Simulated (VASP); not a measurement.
Crystal: ZnSe.

```
Zn Se
1.0
     0.00000    2.83242    2.80948
     2.83242    0.00000    2.80948
     2.83242    2.83242    0.00000
Zn Se
1 1
Direct
  0.00000 0.00000 0.00000
  0.25000 0.25000 0.25000
```

This cell differs from its parent crystal: uniaxial z strain -0.8%.

Base run:

| Quantity | Value |
| --- | --- |
| Program | VASP 6.6.1 |
| Functional | r2SCAN |
| Potentials or basis | VASP PAW PBE potentials, release 64 (Zn, Se) |
| Cutoff | 550 eV |
| k mesh | 8 × 8 × 8 |
| Occupations | gaussian, width 0.01 eV |
| Spin | no spin polarisation |

Its results: band gap on the k mesh 1.89 eV, direct; pressure 0.7 GPa.

Problem. The run is repeated on the same cell with these changes: functional from r2SCAN to PBE; cutoff from 550 eV to 500 eV; occupations from gaussian, width 0.01 eV to fermi-dirac, width 0.02 eV. What comes out?

Solution. Band gap on the k mesh 1.31 eV, direct; pressure 3.0 GPa.

Caveats: the PAW data sets were made with another functional, which shifts forces and pressure a little (some runs).

